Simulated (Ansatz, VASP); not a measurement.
# Two plane-wave programs on P

File INCAR:

```
PREC = Accurate
ENCUT = 520
EDIFF = 1E-6
ISMEAR = 0
SIGMA = 0.15
LREAL = False
LASPH = True
NELM = 60
ALGO = Normal
ISIF = 2
LWAVE = False
LCHARG = False
GGA = PS
NBANDS = 12
```

Contents of KPOINTS:

```
regular mesh
0
Gamma
  18 18 18
```

Contents of POSCAR:

```
P
1.0
    1.8589810945      1.0732832353      2.6970764747
   -1.8589810945      1.0732832353      2.6970764747
    0.0000000000     -2.1465664706      2.6970764747
P
2
Direct
    0.2270802500      0.2270802500      0.2270802500
    0.7729197500      0.7729197500      0.7729197500
```

Input for Ansatz:

```yaml
crystal:
  lattice:
    - [1.8589810945, 1.0732832353, 2.6970764747]
    - [-1.8589810945, 1.0732832353, 2.6970764747]
    - [0.0, -2.1465664706, 2.6970764747]
  atoms:
    - { symbol: P, position: [0.22708025, 0.22708025, 0.22708025] }
    - { symbol: P, position: [0.77291975, 0.77291975, 0.77291975] }
basis:
  ecutwfc: 650.0
kpoints:
  mp_grid: { grid: [18, 18, 18] }
hamiltonian:
  xc: pbesol
scf:
  occupations: { method: gaussian, width: 0.15 }
output:
  forces: true
  stress: true
  eigenvalues: true
  write_density: true
  write_potential: true
  elf: true
  volumetric_format: npy
```

Alike in both runs: task single point; functional PBEsol; k mesh 18 × 18 × 18; occupations gaussian, width 0.15 eV; no spin polarisation.

|  | VASP | Ansatz |
| --- | --- | --- |
| version | VASP 6.6.1 | Ansatz 0.2.0 |
| potentials or method | VASP PAW PBE potentials, release 64 (P), cutoff 520 eV | scalar-relativistic, plane waves, PAW |
| valence electrons in the cell | 10 | 10 |

|  | VASP | Ansatz | Ansatz less VASP |
| --- | --- | --- | --- |
| gap on the k mesh at the Fermi level (eV) | none | none | - |
| pressure (GPa) | -7.0 | -7.1 | -0.07 |
| traceless stress, the component that is largest in VASP (GPa) | 11.99 | 11.87 | -0.124 |
| rms of the force components (eV/Å) | 0.343 | 0.350 | +0.0065 |

VASP's potentials were made for PBE, not for PBEsol. Atom by atom the forces differ by 0.006 eV/Å (rms over components). A gap of «none» marks a metal or a gap that the smearing closes. The functional is the same, so the differences come from potentials, cutoffs and numerics.
